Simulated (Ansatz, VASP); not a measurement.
**Zn4W in VASP and in Ansatz**

```xyz
5
Lattice="7.1080 0.0000 0.0000 0.0000 7.1080 0.0000 0.0000 0.0000 2.6391" Properties=species:S:1:pos:R:3 pbc="T T T"
Zn    2.2999    0.0000    1.3195
Zn    4.8081    0.0000    1.3195
Zn    0.0000    2.2999    1.3195
Zn    0.0000    4.8081    1.3195
W     0.0000    0.0000    0.0000
```

Alike in both runs: functional PBE; k mesh 4 × 4 × 4; occupations gaussian, width 0.1 eV; no spin polarisation.

Ansatz relaxed the structure, and its values are those at the end. VASP's run is a single point on that final structure, the one shown.

|  | VASP | Ansatz |
| --- | --- | --- |
| version | VASP 6.6.1 | Ansatz 0.2.0 |
| potentials or method | VASP PAW PBE potentials, release 64 (Zn, W_sv), cutoff 520 eV | scalar-relativistic, plane waves, PAW |
| valence electrons in the cell | 62 | 62 |

```csv
,VASP,Ansatz,Ansatz less VASP
gap on the k mesh at the Fermi level (eV),none,none,-
pressure (GPa),0.1,-0.1,-0.20
rms of the force components (eV/Å),0.002,0.007,+0.0058
```

A gap of «none» marks a metal or a gap that the smearing closes.

The k mesh is coarse, so the values compare programs but aren't converged. Neither program's run includes spin-orbit coupling.
